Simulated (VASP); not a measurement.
A run of VASP 6.6.1:

The input INCAR:

```
PREC = Accurate
ENCUT = 520
EDIFF = 1E-7
ISMEAR = 0
SIGMA = 0.1
LREAL = False
LASPH = True
NELM = 100
ALGO = Normal
ISIF = 2
LWAVE = False
LCHARG = False
GGA = PE
NBANDS = 20
```

Contents of KPOINTS:

```
Automatic mesh
0
Gamma
  4 4 4
```

POSCAR

```
Si3Ag
1.0
    0.0000000000      3.3650662100      3.3650662100
    3.3650662100      0.0000000000      3.3650662100
    3.3650662100      3.3650662100      0.0000000000
Si Ag
3 1
Direct
    0.5000000000      0.5000000000      0.5000000000
    0.2500000000      0.2500000000      0.2500000000
    0.7500000000      0.7500000000      0.7500000000
    0.0000000000      0.0000000000      0.0000000000
```

Potentials or basis: VASP PAW PBE potentials, release 64 (Si, Ag).

Launch:

```console
$ cat potpaw_PBE.64/Si/POTCAR potpaw_PBE.64/Ag/POTCAR > POTCAR
$ mpirun -np 1 vasp_std > vasp.out
```

Hardware: 1 thread of Intel(R) Xeon(R) Platinum 8488C (Sapphire Rapids) (shared host).

**Question.** How long does it take, and how much memory?

**Answer.** Wall time 23 s on 1 thread of Intel(R) Xeon(R) Platinum 8488C (Sapphire Rapids) (shared host), peak memory 0.2 GiB. Counts: scf iterations 16, k points 8.
